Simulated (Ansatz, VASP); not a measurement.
**One calculation of BN, two programs**

INCAR

```
PREC = Accurate
ENCUT = 520
EDIFF = 1E-8
ISMEAR = -1
SIGMA = 0.03
LREAL = False
LASPH = True
NELM = 100
ALGO = Normal
ISIF = 2
LWAVE = False
LCHARG = False
LEFG = True
NBANDS = 11
```

File KPOINTS:

```
regular mesh
0
Gamma
  16 16 16
```

POSCAR

```
BN
1.0
    0.0000000000      1.8123531715      1.8123531715
    1.8123531715      0.0000000000      1.8123531715
    1.8123531715      1.8123531715      0.0000000000
B N
1 1
Direct
    0.0000000000      0.0000000000      0.0000000000
    0.2500000000      0.2500000000      0.2500000000
```

Input for Ansatz:

```yaml
crystal:
  lattice:
    - [0.0, 1.8123531715, 1.8123531715]
    - [1.8123531715, 0.0, 1.8123531715]
    - [1.8123531715, 1.8123531715, 0.0]
  atoms:
    - { symbol: B, position: [0.0, 0.0, 0.0] }
    - { symbol: "N", position: [0.25, 0.25, 0.25] }
kpoints:
  mp_grid: { grid: [16, 16, 16] }
  band_path:
    path:
      - [0.0, 0.0, 0.0]
      - [-0.5, -0.5, 0.0]
      - [-0.375, -0.375, 0.25]
      - [-0.375, 0.0, 0.375]
      - [0.0, 0.0, 0.0]
      - [0.0, 0.0, 0.5]
      - [-0.5, -0.25, 0.25]
      - [-0.5, -0.5, 0.0]
    npoints: 5
scf:
  occupations: { method: fermi_dirac, width: 0.03 }
hamiltonian:
  xc: lda
  pseudopotentials: { kind: paw }
output:
  forces: true
  stress: true
  eigenvalues: true
  efg: { contact_densities: true }
  write_density: true
  write_potential: true
  elf: true
  volumetric_format: npy
```

Alike in both runs: task electric field gradients; functional LDA; k mesh 16 × 16 × 16; occupations fermi-dirac, width 0.03 eV; no spin polarisation.

|  | VASP | Ansatz |
| --- | --- | --- |
| version | VASP 6.6.1 | Ansatz 0.2.0 |
| potentials or method | VASP PAW LDA potentials, release 64 (B, N) | PAW with Ansatz's default frozen-core files, scalar-relativistic |
| plane-wave cutoff (eV) | 520 | 420 |
| valence electrons in the cell | 8 | 8 |

|  | VASP | Ansatz | Ansatz less VASP |
| --- | --- | --- | --- |
| gap on the k mesh at the Fermi level (eV) | 4.33 | 4.35 | +0.017 |
| pressure (GPa) | -13.0 | -13.8 | -0.84 |

LDA's correlation is that of Perdew and Zunger in VASP and of Perdew and Wang (1992) in Ansatz.
